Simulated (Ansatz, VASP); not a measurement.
**CuAu3: VASP beside Ansatz**

File INCAR:

```
PREC = Accurate
ENCUT = 520
EDIFF = 1E-6
ISMEAR = 0
SIGMA = 0.1
LREAL = F
LASPH = T
NELM = 100
ALGO = Fast
ISIF = 2
LWAVE = F
LCHARG = F
GGA = PS
NBANDS = 30
```

KPOINTS

```
Automatic mesh
0
Gamma
  10 10 10
```

Contents of POSCAR:

```
CuAu3
1.0
    4.1025410545      0.0000000000      0.0000000000
    0.0000000000      4.1025410545      0.0000000000
    0.0000000000      0.0000000000      4.1025410545
Cu Au
1 3
Direct
    0.0000000000      0.0000000000      0.0000000000
    0.0000000000      0.5000000000      0.5000000000
    0.5000000000      0.0000000000      0.5000000000
    0.5000000000      0.5000000000      0.0000000000
```

Input for Ansatz:

```yaml
crystal:
  lattice:
    - [4.1025410545, 0.0, 0.0]
    - [0.0, 4.1025410545, 0.0]
    - [0.0, 0.0, 4.1025410545]
  atoms:
    - { symbol: Cu, position: [0.0, 0.0, 0.0] }
    - { symbol: Au, position: [0.0, 0.5, 0.5] }
    - { symbol: Au, position: [0.5, 0.0, 0.5] }
    - { symbol: Au, position: [0.5, 0.5, 0.0] }
basis:
  ecutwfc: 420
kpoints:
  mp_grid: { grid: [10, 10, 10] }
hamiltonian:
  xc: pbesol
scf:
  occupations: { method: gaussian, width: 0.1 }
output:
  forces: true
  stress: true
  eigenvalues: true
  write_density: true
  write_potential: true
  elf: true
  volumetric_format: npy
```

Alike in both runs: task single point; functional PBEsol; k mesh 10 × 10 × 10; occupations gaussian, width 0.1 eV; no spin polarisation.

```csv
,VASP,Ansatz
version,VASP 6.6.1,Ansatz 0.2.0
potentials or method,"VASP PAW PBE potentials, release 64 (Cu, Au), cutoff 520 eV","scalar-relativistic, plane waves, PAW"
valence electrons in the cell,44,76
```

|  | VASP | Ansatz | Ansatz less VASP |
| --- | --- | --- | --- |
| gap on the k mesh at the Fermi level (eV) | none | none | - |
| pressure (GPa) | -12.6 | -12.4 | +0.18 |

VASP's potentials were made for PBE, not for PBEsol. A gap of «none» marks a metal or a gap that the smearing closes. VASP's potentials hold 44 valence electrons a cell and Ansatz's 76, so a difference there can come from the potentials and not from the codes.

Spin-orbit coupling is off throughout.
